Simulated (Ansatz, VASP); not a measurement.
# PtSe2 in VASP and in Ansatz

The input INCAR:

```
ALGO = Normal ; EDIFF = 1E-7
ENCUT = 520 ; GGA = PE
ISIF = 2 ; ISMEAR = 0
IVDW = 12 ; LASPH = T
LCHARG = F ; LREAL = F
LWAVE = F ; NBANDS = 18
NELM = 80 ; PREC = Accurate
SIGMA = 0.1
```

Contents of KPOINTS:

```
k-points
0
Gamma
  15 15 8
```

The input POSCAR:

```
PtSe2
1.0
    3.7240000000      0.0000000000      0.0000000000
   -1.8620000000      3.2250786037      0.0000000000
    0.0000000000      0.0000000000      5.0620000000
Pt Se
1 2
Direct
    0.0000000000      0.0000000000      0.0000000000
    0.3333333333      0.6666666667      0.2500000000
    0.6666666667      0.3333333333      0.7500000000
```

Input for Ansatz:

```yaml
crystal:
  lattice:
    - [3.724, 0.0, 0.0]
    - [-1.862, 3.2250786037, 0.0]
    - [0.0, 0.0, 5.062]
  atoms:
    - { symbol: Pt, position: [0.0, 0.0, 0.0] }
    - { symbol: Se, position: [0.3333333333, 0.6666666667, 0.25] }
    - { symbol: Se, position: [0.6666666667, 0.3333333333, 0.75] }
basis:
  ecutwfc: 420
kpoints:
  mp_grid: { grid: [15, 15, 8] }
hamiltonian:
  xc: pbe
  dispersion: d3bj
scf:
  occupations: { method: gaussian, width: 0.1 }
output:
  forces: true
  stress: true
  eigenvalues: true
  populations: true
  write_density: true
  write_potential: true
  elf: true
  volumetric_format: npy
```

Alike in both runs: task single point; functional PBE; dispersion D3(BJ); k mesh 15 × 15 × 8; occupations gaussian, width 0.1 eV; no spin polarisation.

|  | VASP | Ansatz |
| --- | --- | --- |
| version | VASP 6.6.1 | Ansatz 0.2.0 |
| potentials or method | VASP PAW PBE potentials, release 64 (Pt, Se), cutoff 520 eV | scalar-relativistic, plane waves, PAW |
| valence electrons in the cell | 22 | 50 |

Ansatz gave:

| Quantity | Value |
| --- | --- |
| gap on the k mesh at the Fermi level (eV) | none |
| pressure (GPa) | 3.5 |
| traceless stress, the component that is largest in VASP (GPa) | -1.38 |
| rms of the force components (eV/Å) | 0.279 |

Estimate VASP's values.

gap on the k mesh at the Fermi level (eV): none; pressure (GPa): 3.5; traceless stress, the component that is largest in VASP (GPa): -1.39; rms of the force components (eV/Å): 0.281.

Atom by atom the forces differ by 0.003 eV/Å (rms over components). A gap of «none» marks a metal or a gap that the smearing closes. VASP's potentials hold 22 valence electrons a cell and Ansatz's 50, so a difference there can come from the potentials and not from the codes.

Neither program's run includes spin-orbit coupling.
